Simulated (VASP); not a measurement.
## Al: single point with PBE

Al:

```
Al
1.0
    -6.06243    6.06243    0.00000
     0.00000    6.06243   -6.06243
    -6.06243    0.00000   -6.06243
Al
27
Direct
  0.00000 0.66667 0.66667
  0.00000 0.33333 0.66667
  0.00000 0.66667 0.33333
  0.00000 0.00000 0.66667
  0.00000 0.33333 0.33333
  0.00000 0.66667 0.00000
  0.00000 0.00000 0.33333
  0.00000 0.33333 0.00000
  0.00000 0.00000 0.00000
  0.33333 0.66667 0.66667
  0.33333 0.33333 0.66667
  0.33333 0.66667 0.33333
  0.33333 0.00000 0.66667
  0.33333 0.33333 0.33333
  0.33333 0.66667 0.00000
  0.33333 0.00000 0.33333
  0.33333 0.33333 0.00000
  0.33333 0.00000 0.00000
  0.66667 0.66667 0.66667
  0.66667 0.33333 0.66667
  0.66667 0.66667 0.33333
  0.66667 0.00000 0.66667
  0.66667 0.33333 0.33333
  0.66667 0.66667 0.00000
  0.66667 0.00000 0.33333
  0.66667 0.33333 0.00000
  0.66667 0.00000 0.00000
```

| Quantity | Value |
| --- | --- |
| Program | VASP 6.6.1 |
| Task | single point |
| Functional | PBE |
| Potentials or basis | VASP PAW PBE potentials, release 64 (Al) |
| Cutoff | 520 eV |
| k mesh | 4 × 4 × 4 |
| Occupations | gaussian, width 0.1 eV |
| Spin | no spin polarisation |

```json
{
 "Pressure": "0.1 GPa"
}
```

Levels at points of the mesh, in eV from the Fermi level:
| k point | band 37 | band 38 | band 39 | band 40 | band 41 | band 42 | band 43 | band 44 |
| --- | --- | --- | --- | --- | --- | --- | --- | --- |
| (0.00, 0.00, 0.00) | -0.95 | -0.95 | -0.95 | 0.52 | 0.52 | 0.52 | 0.52 | 0.52 |
| (0.50, 0.00, 0.00) | -0.57 | -0.57 | -0.57 | -0.57 | 1.16 | 1.16 | 1.16 | 1.16 |
| (0.50, 0.50, 0.00) | -0.52 | -0.52 | -0.52 | -0.52 | 0.91 | 0.91 | 0.91 | 0.91 |

Wall time 2.3 min on 1 thread of Intel(R) Xeon(R) 6975P-C (Granite Rapids), with other jobs on the host, peak memory 0.59 GiB.
